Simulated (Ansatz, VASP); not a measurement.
## One calculation of HRh6, two programs

```
Rh H
1.0
     5.41634    0.00000    0.00000
     0.00000    5.41634    0.00000
     0.00000    0.00000   21.67374
Rh H
12 2
Direct
  0.25000 0.25000 0.18456
  0.25000 0.75000 0.18456
  0.75000 0.25000 0.18456
  0.75000 0.75000 0.18456
  0.00000 0.00000 0.26938
  0.00000 0.50000 0.26938
  0.50000 0.00000 0.26938
  0.50000 0.50000 0.26938
  0.25000 0.25000 0.35406
  0.25000 0.75000 0.35406
  0.75000 0.25000 0.35406
  0.75000 0.75000 0.35406
  0.43077 0.50000 0.43388
  0.56923 0.50000 0.43388
```

Alike in both runs: task single point; functional PBE; k mesh 5 × 5 × 1; occupations gaussian, width 0.1 eV; no spin polarisation.

|  | VASP | Ansatz |
| --- | --- | --- |
| version | VASP 6.6.1 | Ansatz 0.2.0 |
| potentials or method | VASP PAW PBE potentials, release 64 (Rh_pv, H), cutoff 520 eV | scalar-relativistic, plane waves, PAW |
| valence electrons in the cell | 182 | 206 |

Ansatz gave:

```
gap on the k mesh at the Fermi level (eV) : none
rms of the force components (eV/Å)        : 0.347
```

What did VASP give for the same quantities?

gap on the k mesh at the Fermi level (eV): none; rms of the force components (eV/Å): 0.345.

Atom by atom the forces differ by 0.003 eV/Å (rms over components). A gap of «none» marks a metal or a gap that the smearing closes. The functional is the same, so the differences come from potentials, cutoffs and numerics. VASP's potentials hold 182 valence electrons a cell and Ansatz's 206, so a difference there can come from the potentials and not from the codes.
